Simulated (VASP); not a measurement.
# CuO (Cc) in VASP: notebook

CuO is run at these levels: PBE; tasks: single point, vibrations by perturbation theory.

Everything below comes from runs of VASP 6.6.1. Logs are shortened: lines on timing, memory, paths and dates and some standing lists are left out, and cuts for length are marked.

**1. The cell of the first run**

Symmetry: Cc, No. 9, monoclinic system. The conventional cell has a = 4.689 Å, b = 3.427 Å, c = 5.132 Å, α = 90.00°, β = 99.65°, γ = 90.00°. Cu (site symmetry 1) has 4 O at 1.91 to 2.02 Å within 2.5 Å. Within 2.5 Å of O (site symmetry 1) lie 4 Cu at 1.91 to 2.02 Å.

**2. Single point, PBE**

POSCAR

```
CuO
1.0
    2.3446500000     -1.7134000000      0.0000000000
    2.3446500000      1.7134000000      0.0000000000
   -0.8605543552      0.0000000000      5.0594363927
Cu O
2 2
Direct
    0.4968000000      0.0032000000      0.5000000000
    0.0032000000      0.4968000000      0.0000000000
    0.4056000000      0.5714000000      0.7537000000
    0.5714000000      0.4056000000      0.2537000000
```

INCAR.step1

```
PREC = Accurate
ENCUT = 610
EDIFF = 1E-6
ISMEAR = -1
SIGMA = 0.05
LREAL = F
LASPH = T
NELM = 120
ALGO = Normal
ISIF = 2
LWAVE = F
LCHARG = T
LMAXMIX = 4
GGA = PE
NBANDS = 33
GGA_COMPAT = F
NEDOS = 2001
LORBIT = 11
```

KPOINTS.step1

```
Automatic mesh
0
Gamma
  10 10 5
```

INCAR.step2

```
PREC = Accurate
ENCUT = 610
EDIFF = 1E-6
ISMEAR = -5
SIGMA = 0.05
LREAL = F
LASPH = T
NELM = 120
ALGO = Normal
ISIF = 2
LWAVE = F
LCHARG = F
LMAXMIX = 4
GGA = PE
LORBIT = 11
NBANDS = 33
NEDOS = 2001
ICHARG = 11
GGA_COMPAT = F
```

KPOINTS.step2

```
Automatic mesh
0
Gamma
  15 15 8
```

Potentials or basis: VASP PAW PBE potentials, release 64 (Cu_sv_GW, O).

On the command line:

```console
> cat potpaw_PBE.64/Cu_sv_GW/POTCAR potpaw_PBE.64/O/POTCAR > POTCAR
> cp INCAR.step1 INCAR
> cp KPOINTS.step1 KPOINTS
> mpirun -np 1 vasp_std > vasp.out
> cp INCAR.step2 INCAR
> cp KPOINTS.step2 KPOINTS
> mpirun -np 1 vasp_std > vasp.out
```

OUTCAR:

```text
PREC = Accurate
   ENCUT = 610
   EDIFF = 1E-6
   ISMEAR = -5
   LREAL = F
   LASPH = T
   NELM = 120
   ISIF = 2
   GGA = PE
   LORBIT = 11
   ICHARG = 11

 ion  position               nearest neighbor table
   1  0.497  0.003  0.500-   4 1.91   3 1.93   4 1.98   3 2.02
   2  0.003  0.497  0.000-   3 1.91   4 1.93   3 1.98   4 2.02
   3  0.406  0.571  0.754-   2 1.91   1 1.93   2 1.98   1 2.02
   4  0.571  0.406  0.254-   1 1.91   2 1.93   1 1.98   2 2.02

  LATTYP: Found a base centered monoclinic cell.
 ALAT       =     4.6893000000
 B/A-ratio  =     0.7307700510
 C/A-ratio  =     1.0944277397
 COS(beta)  =    -0.1676807457

  Lattice vectors:

 A1 = (   2.3446500000,  -1.7134000000,   0.0000000000)
 A2 = (   2.3446500000,   1.7134000000,   0.0000000000)
 A3 = (  -0.8605543552,   0.0000000000,   5.0594363927)

Analysis of symmetry for initial positions (statically):
=====================================================================
 Subroutine PRICEL returns:
 Original cell was already a primitive cell.

 Routine SETGRP: Setting up the symmetry group for a
 base centered monoclinic supercell.

 Subroutine GETGRP returns: Found  2 space group operations
 (whereof  1 operations were pure point group operations)
 out of a pool of  4 trial point group operations.

The static configuration has the point symmetry C_1 .
 The point group associated with its full space group is C_1h.

Analysis of symmetry for dynamics (positions and initial velocities):
=====================================================================
 Subroutine PRICEL returns:
 Original cell was already a primitive cell.

 Routine SETGRP: Setting up the symmetry group for a
 base centered monoclinic supercell.

 Subroutine GETGRP returns: Found  2 space group operations
 (whereof  1 operations were pure point group operations)
 out of a pool of  4 trial point group operations.

The dynamic configuration has the point symmetry C_1 .
 The point group associated with its full space group is C_1h.

 Subroutine INISYM returns: Found  2 space group operations
 (whereof  1 operations are pure point group operations),
 and found     1 'primitive' translations

----------------------------------------------------------------------------------------

                                     Primitive cell

  volume of cell :      40.6508

  direct lattice vectors                    reciprocal lattice vectors
     2.344650000 -1.713400000  0.000000000     0.213251445 -0.291817439  0.036271720
     2.344650000  1.713400000  0.000000000     0.213251445  0.291817439  0.036271720
    -0.860554355  0.000000000  5.059436393     0.000000000  0.000000000  0.197650474

  length of vectors
     2.903984019  2.903984019  5.132100000     0.363248171  0.363248171  0.197650474

  position of ions in fractional coordinates (direct lattice)
     0.496800000  0.003200000  0.500000000
     0.003200000  0.496800000  0.000000000
     0.405600000  0.571400000  0.753700000
     0.571400000  0.405600000  0.253700000

  ion indices of the primitive-cell ions
   primitive index   ion index
                 1           1
                 2           2
                 3           3
                 4           4

----------------------------------------------------------------------------------------

 KPOINTS: Automatic mesh

Automatic generation of k-mesh.
 Grid dimensions read from file:
 generate k-points for:   15   15    8

 Generating k-lattice:

  Cartesian coordinates                     Fractional coordinates (reciprocal lattice)
     0.014216763 -0.019454496  0.002418115     0.066666667  0.000000000 -0.000000000
     0.014216763  0.019454496  0.002418115     0.000000000  0.066666667 -0.000000000
     0.000000000  0.000000000  0.024706309     0.000000000  0.000000000  0.125000000

  Length of vectors
     0.024216545  0.024216545  0.024706309

  Shift w.r.t. Gamma in fractional coordinates (k-lattice)
     0.000000000  0.000000000  0.000000000

 TETIRR: Found   2700 inequivalent tetrahedra from    10800

 Subroutine IBZKPT returns following result:
 ===========================================

 Found    488 irreducible k-points:

 Following reciprocal coordinates:
            Coordinates               Weight
  0.000000  0.000000  0.000000      1.000000
  0.066667 -0.000000  0.000000      4.000000
  0.133333  0.000000  0.000000      4.000000
  0.200000 -0.000000 -0.000000      4.000000
  0.266667  0.000000  0.000000      4.000000
  0.333333  0.000000  0.000000      4.000000
[... 16 lines left out ...]
  0.133333  0.133333  0.000000      2.000000
  0.200000  0.133333  0.000000      4.000000
 [... further k-points ...]
   k-points           NKPTS =    488   k-points in BZ     NKDIM =    488   number of bands    NBANDS=     33
   number of dos      NEDOS =   2001   number of ions     NIONS =      4
   total plane-waves  NPLWV =  24192
   dimension x,y,z NGX =    24 NGY =   24 NGZ =   42
   dimension x,y,z NGXF=    48 NGYF=   48 NGZF=   84
   ions per type =               2   2
   NGX,Y,Z   is equivalent  to a cutoff of  13.74, 13.74, 13.61 a.u.
   NGXF,Y,Z  is equivalent  to a cutoff of  27.48, 27.48, 27.21 a.u.
 SYSTEM =  unknown system
   PREC   = accura    normal or accurate (medium, high low for compatibility)
   ISTART =      0    job   : 0-new  1-cont  2-samecut
   ICHARG =     11    charge: 1-file 2-atom 10-const
   ISPIN  =      1    spin polarized calculation?
   LNONCOLLINEAR =      F non collinear calculations
   LSORBIT =      F    spin-orbit coupling
   LASPH  =      T    aspherical Exc in radial PAW
   ENCUT  =  610.0 eV  44.83 Ry    6.70 a.u.   5.85  5.85 10.34*2*pi/ulx,y,z
   NELM   =    120;   NELMIN=  2; NELMDL=  0     # of ELM steps
   EDIFF  = 0.1E-05   stopping-criterion for ELM
   LREAL  =      F    real-space projection
   EDIFFG = 0.1E-04   stopping-criterion for IOM
   NSW    =      0    number of steps for IOM
   IBRION =     -1    ionic relax: 0-MD 1-quasi-New 2-CG
   NFREE  =      0    steps in history (QN), initial steepest desc. (CG)
   ISIF   =      2    stress and relaxation
   ISYM   =      2    0-nonsym 1-usesym 2-fastsym
   POTIM  = 0.5000    time-step for ionic-motion
   TEBEG  =    0.0;   TEEND  =   0.0 temperature during run
   PSTRESS=    0.0 pullay stress
   NELECT =      50.0000    total number of electrons
   NUPDOWN=      -1.0000    fix difference up-down
   EMIN   =  10.00;   EMAX   =-10.00  energy-range for DOS
   EFERMI =   0.00;   METHOD = LEGACY
   ISMEAR =    -5;   SIGMA  =   0.05  broadening in eV -4-tet -1-fermi 0-gaus
   EFERMI_NEDOS =   21; number of points for ismear=-14 and -15
   IALGO  =     38    algorithm
   IMIX   =      4    mixing-type and parameters
     AMIX     =   0.40;   BMIX     =  1.00
     AMIX_MAG =   1.60;   BMIX_MAG =  1.00
  volume/ion in A,a.u.               =      10.16        68.58
  Fermi-wavevector in a.u.,A,eV,Ry     =   1.754050  3.314673 41.860907  3.076690
  Thomas-Fermi vector in A             =   2.824066
   LORBIT       =     11    0 simple, 1 ext, 2 COOP (PROOUT), +10 PAW based schemes
   GGA     = PE    functional components
   LHFCALC =     F    Hartree Fock is set to
   AEXX    =    0.0000 exact exchange contribution
   IVDW    =     0    specifies the selected vdW correction
   LEPSILON=     F    determine dielectric tensor
   LRPA    =     F    only Hartree local field effects (RPA)
 non-spin polarized calculation
 Fermi weights with tetrahedron method with Bloechl corrections
  energy-cutoff  :      610.00
  volume of cell :       40.65
 maximum number of plane-waves:      1412

 number of electron      50.0000007 magnetization

 Free energy of the ion-electron system (eV)
  ---------------------------------------------------
  ext. energy  EPLUGINS =         0.00000000
  ---------------------------------------------------
  free energy    TOTEN  =       -19.61459278 eV

  energy without entropy =      -19.61459278  energy(sigma->0) =      -19.61459278

 E-fermi :   5.7167     XC(G=0): -12.2698

 val. band max:        5.7649058329   @ k =  -0.3333   0.0667   0.2500
 cond. band min:       5.6540772894   @ k =  -0.3333   0.2000   0.3750
 fundamental gap:     -0.1108285435
 Fermi energy:         5.7166922811

 k-point     1 :       0.0000    0.0000    0.0000
  band No.  band energies     occupation
      1    -106.8584      2.00000
      2    -106.8573      2.00000
      3     -64.4063      2.00000
      4     -64.4058      2.00000
      5     -64.3804      2.00000
      6     -64.3720      2.00000
[... 25 lines left out ...]
     32      22.0890      0.00000
     33      22.7057      0.00000

 k-point     2 :       0.0667   -0.0000    0.0000
  band No.  band energies     occupation
      1    -106.8583      2.00000
      2    -106.8573      2.00000
      3     -64.4066      2.00000
      4     -64.4060      2.00000
      5     -64.3804      2.00000
      6     -64.3720      2.00000
[... 25 lines left out ...]
     32      21.8105      0.00000
     33      22.7632      0.00000
[... 754 lines left out ...]
     32      21.2288      0.00000
     33      22.3663      0.00000

 k-point    24 :       0.2000    0.1333    0.0000
  band No.  band energies     occupation
      1    -106.8577      2.00000
      2    -106.8570      2.00000
      3     -64.4106      2.00000
      4     -64.4080      2.00000
      5     -64.3798      2.00000
      6     -64.3722      2.00000
[... 25 lines left out ...]
     32      21.0918      0.00000
     33      22.1329      0.00000

 [... further k-points ...]

------------------------ aborting loop because EDIFF is reached ----------------------------------------

  FORCE on cell =-STRESS in cart. coord.  units (eV):
  Direction    XX          YY          ZZ          XY          YZ          ZX
  --------------------------------------------------------------------------------------
  -------------------------------------------------------------------------------------
  Total        0.7339546      1.0569892      0.6204347      0.0000000      0.0000000     -0.4361257
  in kB       28.9274962     41.6593240     24.4533159      0.0000000      0.0000000    -17.1891081
  external PRESSURE =      31.6800453 kB  Pullay stress =       0.0000000 kB

 VOLUME and BASIS-vectors are now :
 -----------------------------------------------------------------------------
  energy-cutoff  :      610.00
  volume of cell :       40.65
      direct lattice vectors                 reciprocal lattice vectors
     2.344650000 -1.713400000  0.000000000     0.213251445 -0.291817439  0.036271720
     2.344650000  1.713400000  0.000000000     0.213251445  0.291817439  0.036271720
    -0.860554355  0.000000000  5.059436393     0.000000000  0.000000000  0.197650474

 POSITION                                       TOTAL-FORCE (eV/Angst)
 -----------------------------------------------------------------------------------
      0.74205     -0.84573      2.52972        -0.622763     -0.357330      0.245716
      1.17233      0.84573      0.00000        -0.622763      0.357330      0.245716
      1.64212      0.28408      3.81330         0.622763     -0.295888     -0.245716
      2.07240     -0.28408      1.28358         0.622763      0.295888     -0.245716
 -----------------------------------------------------------------------------------
    total drift:                               -0.002116      0.000000     -0.000203

  FREE ENERGIE OF THE ION-ELECTRON SYSTEM (eV)
  ---------------------------------------------------
  free  energy   TOTEN  =       -19.6145927847 eV

  energy  without entropy=      -19.6145927847  energy(sigma->0) =      -19.61459278

 total charge

# of ion       s       p       d       f       tot
--------------------------------------------------
    1        2.244   6.388   8.882   0.012  17.526
    2        2.244   6.388   8.882   0.012  17.526
    3        1.573   3.387   0.000   0.000   4.961
    4        1.573   3.387   0.000   0.000   4.961
--------------------------------------------------
tot          7.635  19.550  17.763   0.024  44.972
```

Run time: 13 min. Hardware: 1 thread of Intel Xeon Platinum 8488C (Sapphire Rapids), shared host; peak memory 0.79 GiB.

Results:

```yaml
Valence_electrons_inside_the_program's_atomic_spheres: Cu 17.53; O 4.96
```

Caveat: semilocal functionals often make such compounds metallic where correlation or magnetic order opens a gap, which also shifts bond lengths; tetrahedron occupations give inexact forces and stress in metals.

(Continued in part 2 of 2.)
